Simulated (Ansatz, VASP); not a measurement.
## Sc in VASP and in Ansatz

INCAR

```
ALGO     = Fast           # electronic algorithm
EDIFF    = 1E-7           # SCF threshold, eV
ENCUT    = 520            # plane-wave cutoff, eV
GGA      = PE             # functional
ISIF     = 2              # what is computed and relaxed
ISMEAR   = 0              # smearing method
LASPH    = True           # aspherical terms in the spheres
LCHARG   = False          # write CHGCAR
LREAL    = False          # projectors in reciprocal space
LWAVE    = False          # write WAVECAR
NBANDS   = 18             # bands
NELM     = 80             # most SCF steps
PREC     = Accurate       # precision mode
SIGMA    = 0.15           # smearing width, eV
```

File KPOINTS:

```
k-points
0
Gamma
  15 15 10
```

POSCAR

```
Sc
1.0
    3.4302000000      0.0000000000      0.0000000000
   -1.7151000000      2.9706403401      0.0000000000
    0.0000000000      0.0000000000      5.3003000000
Sc
2
Direct
    0.3333333333      0.6666666667      0.2500000000
    0.6666666667      0.3333333333      0.7500000000
```

Input for Ansatz:

```yaml
crystal:
  lattice:
    - [3.4302, 0.0, 0.0]
    - [-1.7151, 2.9706403401, 0.0]
    - [0.0, 0.0, 5.3003]
  atoms:
    - { symbol: Sc, position: [0.3333333333, 0.6666666667, 0.25] }
    - { symbol: Sc, position: [0.6666666667, 0.3333333333, 0.75] }
basis:
  ecutwfc: 520.0
kpoints:
  mp_grid: { grid: [15, 15, 10] }
hamiltonian:
  xc: pbe
  pseudopotentials: { kind: paw }
scf:
  occupations: { method: gaussian, width: 0.15 }
output:
  forces: true
  stress: true
  eigenvalues: true
```

Alike in both runs: task single point; functional PBE; k mesh 15 × 15 × 10; occupations gaussian, width 0.15 eV; no spin polarisation.

```csv
,VASP,Ansatz
version,VASP 6.6.1,Ansatz 0.2.0
potentials or method,"VASP PAW PBE potentials, release 64 (Sc_sv), cutoff 520 eV","scalar-relativistic, plane waves, PAW"
valence electrons in the cell,22,22
```

|  | VASP | Ansatz | Ansatz less VASP |
| --- | --- | --- | --- |
| gap on the k mesh at the Fermi level (eV) | none | none | - |
| pressure (GPa) | -4.2 | -4.2 | -0.02 |
| traceless stress, the component that is largest in VASP (GPa) | 0.46 | 0.46 | -0.003 |

A gap of «none» marks a metal or a gap that the smearing closes.
